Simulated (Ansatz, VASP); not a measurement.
# MnO2: VASP beside Ansatz

```
Mn O
1.0
     2.94237    0.00000    0.00000
     0.00000    3.89541    0.00000
     0.00000    0.00000    6.24538
Mn O
2 4
Direct
  0.50000 0.50000 0.34330
  0.00000 0.00000 0.65670
  0.50000 0.00000 0.83757
  0.00000 0.50000 0.16243
  0.50000 0.00000 0.42180
  0.00000 0.50000 0.57820
```

Alike in both runs: task single point; functional PBEsol; k mesh 9 × 7 × 5; occupations fermi-dirac, width 0.02 eV; collinear spin; Hubbard terms Mn d U = 6.0 eV.

```csv
,VASP,Ansatz
version,VASP 6.6.1,Ansatz 0.2.0
potentials or method,"VASP PAW PBE potentials, release 64 (Mn_pv, O)",Ansatz PAW
plane-wave cutoff (eV),520,420
valence electrons in the cell,50,54
```

Ansatz gave:

| Item | Value |
| --- | --- |
| gap on the k mesh at the Fermi level (eV) | none |
| pressure (GPa) | -2.5 |
| traceless stress, the component that is largest in VASP (GPa) | 1.68 |
| rms of the force components (eV/Å) | 0.206 |
| net moment per atom (μB) | 1.00 |
| size of the moment on the site where the two differ most (μB) | 3.20 |

**Question.** What did VASP give for the same quantities?

**Answer.** gap on the k mesh at the Fermi level (eV): none; pressure (GPa): -3.8; traceless stress, the component that is largest in VASP (GPa): 1.19; rms of the force components (eV/Å): 0.204; net moment per atom (μB): 1.00; size of the moment on the site where the two differ most (μB): 3.70.

VASP's potentials were made for PBE, not for PBEsol. Site moments also hang on the region over which each program counts them. The programs project onto different local orbitals, so the same U acts differently, and such runs can settle in different states. Atom by atom the forces differ by 0.025 eV/Å (rms over components). A gap of «none» marks a metal or a gap that the smearing closes. VASP's potentials hold 50 valence electrons a cell and Ansatz's 54, so a difference there can come from the potentials and not from the codes.

Noted on Ansatz's run: the magnetic or orbital state may not be the lowest.
